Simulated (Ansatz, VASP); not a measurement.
# CaO: VASP beside Ansatz

```
Ca O
1.0
     0.00000    2.40356    2.40356
     2.40356    0.00000    2.40356
     2.40356    2.40356    0.00000
Ca O
1 1
Direct
  0.00000 0.00000 0.00000
  0.50000 0.50000 0.50000
```

Alike in both runs: task single point; functional PBE; k mesh 10 × 10 × 10; occupations gaussian, width 0.019 eV; no spin polarisation.

|  | VASP | Ansatz |
| --- | --- | --- |
| version | VASP 6.6.1 | Ansatz 0.2.0 |
| potentials or method | VASP PAW PBE potentials, release 64 (Ca_sv, O), cutoff 520 eV | all-electron LAPW, scalar-relativistic |

VASP gave:

```
gap on the k mesh at the Fermi level (eV) : 3.64
least direct gap on the mesh (eV)         : 4.01
pressure (GPa)                            : 2.2
```

Estimate Ansatz's values.

gap on the k mesh at the Fermi level (eV): 3.65; least direct gap on the mesh (eV): 4.03; pressure (GPa): 1.6.

Ansatz ran all-electron here, and VASP with PAW potentials.
